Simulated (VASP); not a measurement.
# YbGe2 (P6/mmm) in VASP: notebook

The runs below take YbGe2 through single point, with PBEsol.

Everything below comes from runs of VASP 6.6.1. Logs are shortened: lines on timing, memory, paths and dates and some standing lists are left out, and cuts for length are marked.

### Step 1. The cell of the first run

Symmetry: P6/mmm, No. 191, hexagonal system. Conventional cell: a = 4.255 Å, b = 4.255 Å, c = 3.817 Å, α = 90.00°, β = 90.00°, γ = 120.00°. Within 4.3 Å of Yb (site symmetry 6/mmm) lie 12 Ge at 3.11 Å and 8 Yb at 3.82 to 4.25 Å. Within 3.2 Å of Ge (site symmetry -6m2) lie 3 Ge at 2.46 Å and 6 Yb at 3.11 Å.

### Step 2. Single point, PBEsol (19.95 Å³/atom)

Contents of INCAR:

```
SYSTEM = YbGe2
ALGO     = Normal         ! electronic algorithm
EDIFF    = 1E-6           ! SCF threshold, eV
ENCUT    = 520            ! plane-wave cutoff, eV
GGA      = PS             ! functional
ISIF     = 2              ! what is computed and relaxed
ISMEAR   = 0              ! smearing method
LASPH    = .True.         ! aspherical terms in the spheres
LCHARG   = .True.         ! write CHGCAR
LELF     = .True.         ! ELF
LREAL    = .False.        ! projectors in reciprocal space
LVHAR    = .True.       
LWAVE    = .False.        ! write WAVECAR
NBANDS   = 33             ! bands
NELM     = 60             ! most SCF steps
PREC     = Accurate       ! precision mode
SIGMA    = 0.05           ! smearing width, eV
```

Contents of KPOINTS:

```
k-points
0
Gamma
  10 10 8
  0 0 0
```

Contents of POSCAR:

```
YbGe2
1.0
    4.2549409387      0.0000000000      0.0000000000
   -2.1274704693      3.6848869445      0.0000000000
    0.0000000000      0.0000000000      3.8167585889
Yb Ge
1 2
Direct
    0.0000000000      0.0000000000      0.0000000000
    0.3333333333      0.6666666667      0.5000000000
    0.6666666667      0.3333333333      0.5000000000
```

Potentials or basis: VASP PAW PBE potentials, release 64 (Yb, Ge_d).

Launch:

```
$ cat potpaw_PBE.64/Yb/POTCAR potpaw_PBE.64/Ge_d/POTCAR > POTCAR
$ mpirun -np 1 vasp_std > vasp.out
```

OUTCAR:

```text
SYSTEM = YbGe2
   EDIFF = 1E-6
   ENCUT = 520
   GGA = PS
   ISIF = 2
   ISMEAR = 0
   LASPH = .True.
   LREAL = .False.
   NELM = 60
   PREC = Accurate

 ion  position               nearest neighbor table
   1  0.000  0.000  0.000-   2 3.11   3 3.11   2 3.11   3 3.11   2 3.11   2 3.11   3 3.11   3 3.11
                             3 3.11   3 3.11   2 3.11   2 3.11
   2  0.333  0.667  0.500-   3 2.46   3 2.46   3 2.46   1 3.11   1 3.11   1 3.11   1 3.11   1 3.11
                             1 3.11
   3  0.667  0.333  0.500-   2 2.46   2 2.46   2 2.46   1 3.11   1 3.11   1 3.11   1 3.11   1 3.11
                             1 3.11

  LATTYP: Found a hexagonal cell.
 ALAT       =     4.2549409387
 C/A-ratio  =     0.8970179948

  Lattice vectors:

 A1 = (   4.2549409387,   0.0000000000,   0.0000000000)
 A2 = (  -2.1274704693,   3.6848869445,   0.0000000000)
 A3 = (   0.0000000000,   0.0000000000,   3.8167585889)

Analysis of symmetry for initial positions (statically):
=====================================================================
 Subroutine PRICEL returns:
 Original cell was already a primitive cell.

 Routine SETGRP: Setting up the symmetry group for a
 hexagonal supercell.

 Subroutine GETGRP returns: Found 24 space group operations
 (whereof 24 operations were pure point group operations)
 out of a pool of 24 trial point group operations.

The static configuration has the point symmetry D_6h.

Analysis of symmetry for dynamics (positions and initial velocities):
=====================================================================
 Subroutine PRICEL returns:
 Original cell was already a primitive cell.

 Routine SETGRP: Setting up the symmetry group for a
 hexagonal supercell.

 Subroutine GETGRP returns: Found 24 space group operations
 (whereof 24 operations were pure point group operations)
 out of a pool of 24 trial point group operations.

The dynamic configuration has the point symmetry D_6h.

 Subroutine INISYM returns: Found 24 space group operations
 (whereof 24 operations are pure point group operations),
 and found     1 'primitive' translations

----------------------------------------------------------------------------------------

                                     Primitive cell

  volume of cell :      59.8429

  direct lattice vectors                    reciprocal lattice vectors
     4.254940939  0.000000000  0.000000000     0.235020889  0.135689373  0.000000000
    -2.127470469  3.684886945  0.000000000     0.000000000  0.271378747  0.000000000
     0.000000000  0.000000000  3.816758589     0.000000000  0.000000000  0.262002423

  length of vectors
     4.254940939  4.254940939  3.816758589     0.271378746  0.271378747  0.262002423

  position of ions in fractional coordinates (direct lattice)
     0.000000000  0.000000000  0.000000000
     0.333333333  0.666666667  0.500000000
     0.666666667  0.333333333  0.500000000

  ion indices of the primitive-cell ions
   primitive index   ion index
                 1           1
                 2           2
                 3           3

----------------------------------------------------------------------------------------

 KPOINTS: k-points

Automatic generation of k-mesh.
 Grid dimensions read from file:
 generate k-points for:   10   10    8

 Generating k-lattice:

  Cartesian coordinates                     Fractional coordinates (reciprocal lattice)
     0.023502089  0.013568937  0.000000000     0.100000000  0.000000000  0.000000000
     0.000000000  0.027137875  0.000000000     0.000000000  0.100000000  0.000000000
     0.000000000  0.000000000  0.032750303     0.000000000  0.000000000  0.125000000

  Length of vectors
     0.027137875  0.027137875  0.032750303

  Shift w.r.t. Gamma in fractional coordinates (k-lattice)
     0.000000000  0.000000000  0.000000000

 Subroutine IBZKPT returns following result:
 ===========================================

 Found     70 irreducible k-points:

 Following reciprocal coordinates:
            Coordinates               Weight
  0.000000  0.000000  0.000000      1.000000
  0.100000  0.000000  0.000000      6.000000
  0.200000  0.000000  0.000000      6.000000
  0.300000  0.000000  0.000000      6.000000
  0.400000  0.000000  0.000000      6.000000
  0.500000  0.000000  0.000000      3.000000
[... 16 lines left out ...]
  0.300000  0.100000  0.125000     24.000000
  0.400000  0.100000  0.125000     24.000000
 [... further k-points ...]
   k-points           NKPTS =     70   k-points in BZ     NKDIM =     70   number of bands    NBANDS=     33
   number of dos      NEDOS =    301   number of ions     NIONS =      3
   total plane-waves  NPLWV =  28672
   dimension x,y,z NGX =    32 NGY =   32 NGZ =   28
   dimension x,y,z NGXF=    64 NGYF=   64 NGZF=   56
   ions per type =               1   2
   NGX,Y,Z   is equivalent  to a cutoff of  12.50, 12.50, 12.20 a.u.
   NGXF,Y,Z  is equivalent  to a cutoff of  25.01, 25.01, 24.39 a.u.
 SYSTEM =  YbGe2
   PREC   = accura    normal or accurate (medium, high low for compatibility)
   ISTART =      0    job   : 0-new  1-cont  2-samecut
   ICHARG =      2    charge: 1-file 2-atom 10-const
   ISPIN  =      1    spin polarized calculation?
   LNONCOLLINEAR =      F non collinear calculations
   LSORBIT =      F    spin-orbit coupling
   LASPH  =      T    aspherical Exc in radial PAW
   ENCUT  =  520.0 eV  38.22 Ry    6.18 a.u.   7.91  7.91  7.10*2*pi/ulx,y,z
   NELM   =     60;   NELMIN=  2; NELMDL= -5     # of ELM steps
   EDIFF  = 0.1E-05   stopping-criterion for ELM
   LREAL  =      F    real-space projection
   EDIFFG = 0.1E-04   stopping-criterion for IOM
   NSW    =      0    number of steps for IOM
   IBRION =     -1    ionic relax: 0-MD 1-quasi-New 2-CG
   NFREE  =      0    steps in history (QN), initial steepest desc. (CG)
   ISIF   =      2    stress and relaxation
   ISYM   =      2    0-nonsym 1-usesym 2-fastsym
   POTIM  = 0.5000    time-step for ionic-motion
   TEBEG  =    0.0;   TEEND  =   0.0 temperature during run
   PSTRESS=    0.0 pullay stress
   NELECT =      52.0000    total number of electrons
   NUPDOWN=      -1.0000    fix difference up-down
   EMIN   =  10.00;   EMAX   =-10.00  energy-range for DOS
   EFERMI =   0.00;   METHOD = LEGACY
   ISMEAR =     0;   SIGMA  =   0.05  broadening in eV -4-tet -1-fermi 0-gaus
   EFERMI_NEDOS =   21; number of points for ismear=-14 and -15
   IALGO  =     38    algorithm
   IMIX   =      4    mixing-type and parameters
     AMIX     =   0.40;   BMIX     =  1.00
     AMIX_MAG =   1.60;   BMIX_MAG =  1.00
  volume/ion in A,a.u.               =      19.95       134.61
  Fermi-wavevector in a.u.,A,eV,Ry     =   1.562207  2.952142 33.204877  2.440490
  Thomas-Fermi vector in A             =   2.665159
   LORBIT       =      0    0 simple, 1 ext, 2 COOP (PROOUT), +10 PAW based schemes
   GGA     = PS    functional components
   LHFCALC =     F    Hartree Fock is set to
   AEXX    =    0.0000 exact exchange contribution
   IVDW    =     0    specifies the selected vdW correction
   LEPSILON=     F    determine dielectric tensor
   LRPA    =     F    only Hartree local field effects (RPA)
 non-spin polarized calculation
 Gauss-broadening in eV      SIGMA  =   0.05
  energy-cutoff  :      520.00
  volume of cell :       59.84
 maximum number of plane-waves:      1629
 NGX is ok and might be reduce to    32
   NGX = 15   NGY = 15   NGZ = 15

 number of electron      51.9999967 magnetization

 Free energy of the ion-electron system (eV)
  ---------------------------------------------------
  ext. energy  EPLUGINS =         0.00000000
  ---------------------------------------------------
  free energy    TOTEN  =       -15.22572743 eV

  energy without entropy =      -15.22332740  energy(sigma->0) =      -15.22452741

 E-fermi :   5.3815     XC(G=0): -11.5520

 val. band max:        5.3683967542   @ k =   0.1000   0.0000   0.0000
 cond. band min:       5.3861374949   @ k =   0.4000   0.0000   0.2500
 fundamental gap:      0.0177407407
 Fermi energy:         5.3814907408

 k-point     1 :       0.0000    0.0000    0.0000
  band No.  band energies     occupation
      1     -46.1242      2.00000
      2     -19.2608      2.00000
      3     -19.2608      2.00000
      4     -19.2119      2.00000
      5     -19.1744      2.00000
      6     -19.1744      2.00000
[... 25 lines left out ...]
     32       9.6677      0.00000
     33      11.0056      0.00000

 k-point     2 :       0.1000    0.0000    0.0000
  band No.  band energies     occupation
      1     -46.1240      2.00000
      2     -19.2766      2.00000
      3     -19.2740      2.00000
      4     -19.2174      2.00000
      5     -19.1757      2.00000
      6     -19.1727      2.00000
[... 25 lines left out ...]
     32       9.7330      0.00000
     33      10.9579      0.00000

 k-point     3 :       0.2000    0.0000    0.0000
  band No.  band energies     occupation
      1     -46.1236      2.00000
      2     -19.3050      2.00000
      3     -19.3007      2.00000
      4     -19.2192      2.00000
      5     -19.1790      2.00000
      6     -19.1699      2.00000
[... 25 lines left out ...]
     32      10.0343      0.00000
     33      11.0431      0.00000

 k-point     4 :       0.3000    0.0000    0.0000
  band No.  band energies     occupation
      1     -46.1231      2.00000
      2     -19.3300      2.00000
      3     -19.3242      2.00000
      4     -19.2176      2.00000
      5     -19.1829      2.00000
      6     -19.1711      2.00000
[... 25 lines left out ...]
     32       9.9551      0.00000
     33      11.8440      0.00000

 k-point     5 :       0.4000    0.0000    0.0000
  band No.  band energies     occupation
      1     -46.1227      2.00000
      2     -19.3464      2.00000
      3     -19.3389      2.00000
      4     -19.2157      2.00000
      5     -19.1859      2.00000
      6     -19.1765      2.00000
[... 604 lines left out ...]
 k-point    22 :       0.2000    0.1000    0.1250
  band No.  band energies     occupation
      1     -46.1227      2.00000
      2     -19.3340      2.00000
      3     -19.3005      2.00000
      4     -19.2221      2.00000
      5     -19.1900      2.00000
      6     -19.1668      2.00000
[... 25 lines left out ...]
     32      10.2562      0.00000
     33      11.3477      0.00000

 k-point    23 :       0.3000    0.1000    0.1250
  band No.  band energies     occupation
      1     -46.1223      2.00000
      2     -19.3577      2.00000
      3     -19.3138      2.00000
      4     -19.2215      2.00000
      5     -19.1983      2.00000
      6     -19.1639      2.00000
[... 25 lines left out ...]
     32      11.0878      0.00000
     33      11.6677      0.00000

 k-point    24 :       0.4000    0.1000    0.1250
  band No.  band energies     occupation
      1     -46.1220      2.00000
      2     -19.3702      2.00000
      3     -19.3212      2.00000
      4     -19.2207      2.00000
      5     -19.2033      2.00000
      6     -19.1629      2.00000
[... 25 lines left out ...]
     32      11.1361      0.00000
     33      11.8522      0.00000

 [... further k-points ...]
[... 5 lines left out ...]
  --------------------------------------------------------------------------------------
  -------------------------------------------------------------------------------------
  Total        0.2951123      0.2951123      0.2977240      0.0000000      0.0000000     -0.0000000
  in kB        7.9010619      7.9010619      7.9709860      0.0000000      0.0000000     -0.0000000
  external PRESSURE =       7.9243699 kB  Pullay stress =       0.0000000 kB

 VOLUME and BASIS-vectors are now :
 -----------------------------------------------------------------------------
  energy-cutoff  :      520.00
  volume of cell :       59.84
      direct lattice vectors                 reciprocal lattice vectors
     4.254940939  0.000000000  0.000000000     0.235020889  0.135689373  0.000000000
    -2.127470469  3.684886945  0.000000000     0.000000000  0.271378747  0.000000000
     0.000000000  0.000000000  3.816758589     0.000000000  0.000000000  0.262002423

 POSITION                                       TOTAL-FORCE (eV/Angst)
 -----------------------------------------------------------------------------------
      0.00000      0.00000      0.00000         0.000000      0.000000      0.000000
     -0.00000      2.45659      1.90838         0.000000     -0.000000      0.000000
      2.12747      1.22830      1.90838        -0.000000      0.000000      0.000000
 -----------------------------------------------------------------------------------
    total drift:                                0.000000      0.000000      0.000000

  FREE ENERGIE OF THE ION-ELECTRON SYSTEM (eV)
  ---------------------------------------------------
  free  energy   TOTEN  =       -15.2257274316 eV

  energy  without entropy=      -15.2233273963  energy(sigma->0) =      -15.22452741
```

It took 3.3 min on 1 thread of Intel Xeon 6975P-C (Granite Rapids), shared host; peak memory 0.28 GiB.

What came out:

| Item | Value |
| --- | --- |
| Free energy | -15.2257 eV |
| Pressure | 0.8 GPa |
| Band gap on the k mesh | zero (bands 26 and 27 overlap by 0.70 eV) |

Caveat: the PAW data sets were made with another functional, which shifts forces and pressure a little; spin-orbit coupling is left out, which moves the levels of the heavy elements. Spin polarisation is off, so any magnetic state and its effect on volume and gap are missing.

### Step 3. Single point, PBEsol (20.36 Å³/atom)

This run uses another cell than the first one, of 20.36 Å³/atom.

Contents of INCAR:

```
SYSTEM = YbGe2
PREC = Accurate ; ENCUT = 520
EDIFF = 1E-6 ; ISMEAR = 0
SIGMA = 0.05 ; LREAL = .FALSE.
LASPH = .TRUE. ; NELM = 80
ALGO = Normal ; ISIF = 2
LWAVE = .FALSE. ; LCHARG = .TRUE.
GGA = PS ; LELF = .TRUE.
LVHAR = .TRUE. ; NBANDS = 33
```

Contents of KPOINTS:

```
Automatic mesh
0
G
  10 10 8
  0 0 0
```

Contents of POSCAR:

```
YbGe2
1.0
    4.2784365998      0.0000000000      0.0000000000
   -2.1392182999      3.7052347839      0.0000000000
    0.0000000000      0.0000000000      3.8535979746
Yb Ge
1 2
Direct
    0.0000000000      0.0000000000      0.0000000000
    0.3333333333      0.6666666667      0.5000000000
    0.6666666667      0.3333333333      0.5000000000
```

Potentials or basis: VASP PAW PBE potentials, release 64 (Yb, Ge_d).

Launch:

```
$ cat potpaw_PBE.64/Yb/POTCAR potpaw_PBE.64/Ge_d/POTCAR > POTCAR
$ mpirun -np 1 vasp_std > vasp.out
```

Run time: 3.6 min. Hardware: 1 thread of Intel Xeon 6975P-C (Granite Rapids), shared host; peak memory 0.29 GiB.

Results (log left out):

```yaml
Free_energy: -15.2389 eV
Pressure: 0.2 GPa
Band_gap_on_the_k_mesh: zero (bands 26 and 27 overlap by 0.67 eV)
```

Levels at points of the mesh, in eV from the Fermi level:
```csv
k point,band 24,band 25,band 26,band 27,band 28,band 29
"(0.00, 0.00, 0.00)",-0.39,-0.31,-0.13,0.09,1.92,1.92
"(0.50, 0.00, 0.00)",-0.43,-0.42,-0.35,2.27,3.07,3.60
"(0.00, 0.00, 0.50)",-0.39,-0.23,-0.23,-0.15,-0.15,2.05
"(0.50, 0.00, 0.50)",-0.45,-0.43,-0.40,0.07,3.59,4.99
```

Caveat: the PAW data sets were made with another functional, which shifts forces and pressure a little; spin-orbit coupling is left out, which moves the levels of the heavy elements. Spin polarisation is off, so any magnetic state and its effect on volume and gap are missing.

### Step 4. Single point, PBEsol (21.19 Å³/atom)

This run uses another cell than the first one, of 21.19 Å³/atom.

Contents of INCAR:

```
PREC     = Accurate       # precision mode
ENCUT    = 520            # plane-wave cutoff, eV
EDIFF    = 1E-6           # SCF threshold, eV
ISMEAR   = 0              # smearing method
SIGMA    = 0.05           # smearing width, eV
LREAL    = False          # projectors in reciprocal space
LASPH    = True           # aspherical terms in the spheres
NELM     = 60             # most SCF steps
ALGO     = Normal         # electronic algorithm
ISIF     = 2              # what is computed and relaxed
LWAVE    = False          # write WAVECAR
LCHARG   = True           # write CHGCAR
GGA      = PS             # functional
LELF     = True           # ELF
LVHAR    = True         
NBANDS   = 33             # bands
```

Contents of KPOINTS:

```
regular mesh
0
Gamma
  10 10 8
```

Contents of POSCAR:

```
YbGe2
1.0
    4.3211767696      0.0000000000      0.0000000000
   -2.1605883848      3.7422488567      0.0000000000
    0.0000000000      0.0000000000      3.9319377842
Yb Ge
1 2
Direct
    0.0000000000      0.0000000000      0.0000000000
    0.3333333333      0.6666666667      0.5000000000
    0.6666666667      0.3333333333      0.5000000000
```

Launch:

```
$ cat potpaw_PBE.64/Yb/POTCAR potpaw_PBE.64/Ge_d/POTCAR > POTCAR
$ mpirun -np 1 vasp_std > vasp.out
```

It took 2.7 min on 1 thread of Intel Xeon 6975P-C (Granite Rapids), shared host; peak memory 0.3 GiB.

Results (log left out):

| Item | Value |
| --- | --- |
| Free energy | -15.2401 eV |
| Pressure | -28.3 GPa |
| Band gap on the k mesh | zero (bands 26 and 27 overlap by 0.70 eV) |

Stress tensor (GPa, compression positive):
```
-28.58   0.00   0.00
  0.00 -28.58   0.00
  0.00   0.00 -27.78
```

Levels at points of the mesh, in eV from the Fermi level:
| k point | band 22 | band 23 | band 24 | band 25 | band 26 | band 27 | band 28 | band 29 | band 30 | band 31 |
| --- | --- | --- | --- | --- | --- | --- | --- | --- | --- | --- |
| (0.00, 0.00, 0.00) | -0.44 | -0.44 | -0.33 | -0.27 | -0.11 | 0.21 | 1.92 | 1.92 | 3.05 | 4.24 |
| (0.50, 0.00, 0.00) | -0.41 | -0.41 | -0.36 | -0.36 | -0.30 | 2.15 | 3.00 | 3.60 | 3.80 | 4.50 |
| (0.00, 0.00, 0.50) | -0.37 | -0.37 | -0.33 | -0.20 | -0.20 | 0.00 | 0.00 | 2.16 | 2.16 | 2.64 |
| (0.50, 0.00, 0.50) | -0.40 | -0.39 | -0.38 | -0.37 | -0.35 | 0.03 | 3.53 | 5.01 | 5.12 | 5.47 |

Caveat: the cell stands under tension; the PAW data sets were made with another functional, which shifts forces and pressure a little; spin-orbit coupling is left out, which moves the levels of the heavy elements. Spin polarisation is off, so any magnetic state and its effect on volume and gap are missing.

### Step 5. The runs side by side

```csv
cell,gap on the mesh (eV),pressure (GPa)
"a = 4.255, b = 4.255, c = 3.817 Å, angles 90.0, 90.0, 120.0°, 3 atoms",none,0.8
"a = 4.278, b = 4.278, c = 3.854 Å, angles 90.0, 90.0, 120.0°, 3 atoms",none,0.2
"a = 4.321, b = 4.321, c = 3.932 Å, angles 90.0, 90.0, 120.0°, 3 atoms",none,-28.3
```

Alike in all rows: task single point; level PBEsol; potentials or basis VASP PAW PBE potentials, release 64 (Yb, Ge_d); no spin polarisation; k mesh 10 × 10 × 8; cutoff (eV) 520; smearing gaussian 0.05 eV.

Caveats: the PAW data sets were made with another functional, which shifts forces and pressure a little; spin-orbit coupling is left out, which moves the levels of the heavy elements; the cell stands under tension (at least some runs).

Absolute energies hang on the potentials; compare differences alone.

The gap in the log of VASP goes by the Fermi energy; the results here count the filled bands.